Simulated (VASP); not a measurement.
Be3Cl2: single point with PBE

Crystal: Be3Cl2.

```
Be Cl
1.0
     4.32340   -3.01943    0.00000
     4.32340    3.01943    0.00000
    -1.06102    0.00000    3.82038
Be Cl
3 2
Direct
  0.46514 0.76967 0.06762
  0.23033 0.53486 0.93238
  0.29134 0.70866 0.50000
  0.86226 0.76574 0.14335
  0.23426 0.13774 0.85665
```

The cell was generated, and may not be a known phase.

- Program: VASP 6.6.1
- Task: single point
- Functional: PBE
- Potentials or basis: VASP PAW PBE potentials, release 64 (Be, Cl)
- Cutoff: 520 eV
- k mesh: 4 × 4 × 4
- Occupations: gaussian, width 0.1 eV
- Spin: no spin polarisation

```
Pressure               : 0.1 GPa
Largest force          : 0.036 eV/Å
Band gap on the k mesh : 1.22 eV (least direct gap 1.35 eV)
```

Forces on the atoms (eV/Å):
```
Be  -0.024  0.008  0.003
Be   0.024  0.008 -0.003
Be   0.000 -0.025  0.000
Cl   0.025  0.005  0.025
Cl  -0.025  0.005 -0.025
```

Stress tensor (GPa, compression positive):
```
 0.03  0.00  0.01
 0.00  0.24  0.00
 0.01  0.00 -0.06
```

Levels at points of the mesh, in eV from the valence-band top:
| k point | band 6 | band 7 | band 8 | band 9 | band 10 | band 11 | band 12 | band 13 | band 14 | band 15 |
| --- | --- | --- | --- | --- | --- | --- | --- | --- | --- | --- |
| (0.00, 0.00, 0.00) | -4.68 | -4.42 | -4.28 | -3.11 | 0.00 | 2.57 | 3.59 | 4.08 | 4.44 | 5.72 |
| (0.50, 0.00, 0.00) | -4.73 | -4.17 | -4.11 | -2.82 | -0.06 | 1.72 | 2.91 | 4.01 | 4.82 | 5.88 |
| (0.50, 0.50, 0.00) | -4.58 | -4.34 | -3.76 | -2.21 | 0.00 | 1.35 | 1.65 | 3.88 | 5.68 | 6.17 |
| (0.00, 0.00, 0.50) | -5.04 | -4.73 | -4.11 | -2.79 | -0.77 | 1.22 | 2.92 | 3.46 | 6.40 | 6.91 |
| (0.50, 0.00, 0.50) | -5.17 | -4.53 | -4.20 | -2.37 | -1.21 | 1.38 | 3.29 | 4.14 | 5.38 | 6.03 |
| (0.50, 0.50, 0.50) | -5.26 | -4.99 | -3.89 | -1.73 | -1.60 | 2.60 | 2.88 | 3.21 | 4.57 | 6.31 |

Wall time 62 s on 1 thread of Oxide Virtual Turin-like Processor, on a shared host, peak memory 0.18 GiB.

A k mesh can miss the band edges.
